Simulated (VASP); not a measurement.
Set up this calculation in VASP 6.6.1, as the native input.

```
Task                   : single point
Functional             : LDA
Potentials or basis    : VASP PAW LDA potentials, release 64 (Sr_sv, Ti_sv, O)
Cutoff                 : 520 eV
k mesh                 : 6 × 6 × 6
Occupations            : gaussian, width 0.1 eV
Spin                   : no spin polarisation
Dipole correction      : no
Further INCAR settings : ALGO = Normal; EDIFF = 1e-06; NBANDS = 28
```

The structure of SrTiO3 lies in POSCAR:

```
SrTiO3
1.0
    3.8545763383      0.0000000000      0.0000000000
    0.0000000000      3.8545763383      0.0000000000
    0.0000000000      0.0000000000      3.8545763383
Sr Ti O
1 1 3
Direct
    0.0000000000      0.0000000000      0.0000000000
    0.5000000000      0.5000000000      0.5000000000
    0.5000000000      0.0000000000      0.5000000000
    0.5000000000      0.5000000000      0.0000000000
    0.0000000000      0.5000000000      0.5000000000
```

The input as run:

INCAR

```
SYSTEM = SrTiO3
  PREC = Accurate
  ENCUT = 520
  EDIFF = 1E-6
  ISMEAR = 0
  SIGMA = 0.1
  LREAL = .False.
  LASPH = .True.
  NELM = 100
  ALGO = Normal
  ISIF = 2
  LWAVE = .False.
  LCHARG = .False.
  NBANDS = 28
```

KPOINTS

```
regular mesh
0
Gamma
  6 6 6
  0 0 0
```

Potentials or basis: VASP PAW LDA potentials, release 64 (Sr_sv, Ti_sv, O).

Command:

```console
$ cat potpaw_LDA.64/Sr_sv/POTCAR potpaw_LDA.64/Ti_sv/POTCAR potpaw_LDA.64/O/POTCAR > POTCAR
$ mpirun -np 1 vasp_std > vasp.out
```

It gave:

The pressure is 1.1 GPa and the band gap on the k mesh is 1.81 eV (least direct gap 2.15 eV).

It took 28 s on 1 thread of Intel(R) Xeon(R) Platinum 8488C (Sapphire Rapids), with other jobs on the host, peak memory 0.16 GiB.
